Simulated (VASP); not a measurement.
A run of VASP 6.6.1 is set up as follows.

Contents of POSCAR:

```
ZnS
1.0
    3.8067217473      0.0000000000      0.0000000000
   -1.9033608736      3.2967177383      0.0000000000
    0.0000000000      0.0000000000      6.2457351521
Zn S
2 2
Direct
    0.3333333333      0.6666666667     -0.0306365113
    0.6666666667      0.3333333333      0.5053880710
    0.3333333333      0.6666666667      0.3796119290
    0.6666666667      0.3333333333      0.8796119290
```

The input INCAR.step1:

```
SYSTEM = ZnS
ALGO     = Normal         ! electronic algorithm
EDIFF    = 1E-4           ! SCF threshold, eV
ENCUT    = 520            ! plane-wave cutoff, eV
GGA      = PE             ! functional
ISMEAR   = 0              ! smearing method
LASPH    = .TRUE.         ! aspherical terms in the spheres
LCHARG   = .FALSE.        ! write CHGCAR
LREAL    = .FALSE.        ! projectors in reciprocal space
LWAVE    = .TRUE.         ! write WAVECAR
NBANDS   = 26             ! bands
NELM     = 60             ! most SCF steps
PREC     = Accurate       ! precision mode
SIGMA    = 0.05           ! smearing width, eV
```

INCAR.step2

```
SYSTEM = ZnS
ALGO     = Normal         ! electronic algorithm
EDIFF    = 1E-6           ! SCF threshold, eV
ENCUT    = 520            ! plane-wave cutoff, eV
ISIF     = 2              ! what is computed and relaxed
ISMEAR   = 0              ! smearing method
ISTART   = 1            
LASPH    = .TRUE.         ! aspherical terms in the spheres
LCHARG   = .FALSE.        ! write CHGCAR
LMIXTAU  = .TRUE.       
LREAL    = .FALSE.        ! projectors in reciprocal space
LWAVE    = .FALSE.        ! write WAVECAR
METAGGA  = R2SCAN         ! meta-GGA
NBANDS   = 26             ! bands
NELM     = 60             ! most SCF steps
PREC     = Accurate       ! precision mode
SIGMA    = 0.05           ! smearing width, eV
```

KPOINTS

```
k-points
0
G
  6 6 4
  0 0 0
```

Potentials or basis: VASP PAW PBE potentials, release 64 (Zn, S).

Command:

```bash
$ cat potpaw_PBE.64/Zn/POTCAR potpaw_PBE.64/S/POTCAR > POTCAR
$ cp INCAR.step1 INCAR
$ mpirun -np 1 vasp_std > vasp.out
$ cp INCAR.step2 INCAR
$ mpirun -np 1 vasp_std > vasp.out
```

Predict the band gap on the k mesh.

2.63 eV.

What does it give for the largest force?

1.138 eV/Å.

Predict the pressure.

0.8 GPa.

Forces in eV/Å, atoms in the order of the input:
```
Zn   0.000  0.000  1.138
Zn   0.000  0.000 -0.423
S    0.000  0.000 -0.417
S    0.000  0.000 -0.298
```

Caveat: the cell differs from its parent crystal (atom 1 (Zn) moved by (+0.000, -0.225) A along x and z); the PAW data sets were made with another functional, which shifts forces and pressure a little.
